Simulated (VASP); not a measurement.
Set up this calculation in VASP 6.6.1, as the native input.

```
Task                   : single point
Functional             : PBEsol
Potentials or basis    : VASP PAW PBE potentials, release 64 (C)
Cutoff                 : 520 eV
k mesh                 : 12 × 12 × 12
Occupations            : gaussian, width 0.05 eV
Spin                   : no spin polarisation
Dipole correction      : no
Further INCAR settings : ALGO = Normal; EDIFF = 1e-07; NBANDS = 11
```

The structure of C lies in POSCAR:

```
C
1.0
    0.0000000000      1.6347522448      1.7769046139
    1.6347522448      0.0000000000      1.7769046139
    1.6347522448      1.6347522448      0.0000000000
C
2
Direct
    0.5000000000      0.5000000000      0.5000000000
    0.7500000000      0.7500000000      0.7500000000
```

This cell differs from its parent crystal: strain -0.080 along x and y, +0.000 along z.

These files were run (other wordings do the same):

INCAR

```
SYSTEM = C
PREC = Accurate
ENCUT = 520
EDIFF = 1E-7
ISMEAR = 0
SIGMA = 0.05
LREAL = .FALSE.
LASPH = .TRUE.
NELM = 60
ALGO = Normal
ISIF = 2
LWAVE = .FALSE.
LCHARG = .FALSE.
GGA = PS
NBANDS = 11
```

KPOINTS

```
Automatic mesh
0
G
  12 12 12
  0 0 0
```

Potentials or basis: VASP PAW PBE potentials, release 64 (C).

Launch:

```sh
$ cat potpaw_PBE.64/C/POTCAR > POTCAR
$ mpirun -np 1 vasp_std > vasp.out
```

Results of the run:

The pressure is 103.2 GPa. The band gap on the k mesh is 3.27 eV, indirect (least direct gap 5.22 eV).

Caveat: the cell differs from its parent crystal (strain -0.080 along x and y, +0.000 along z); the PAW data sets were made with another functional, which shifts forces and pressure a little.

It took 10 s on 1 thread of Intel(R) Xeon(R) Platinum 8488C (Sapphire Rapids) (shared host), peak memory 0.12 GiB.
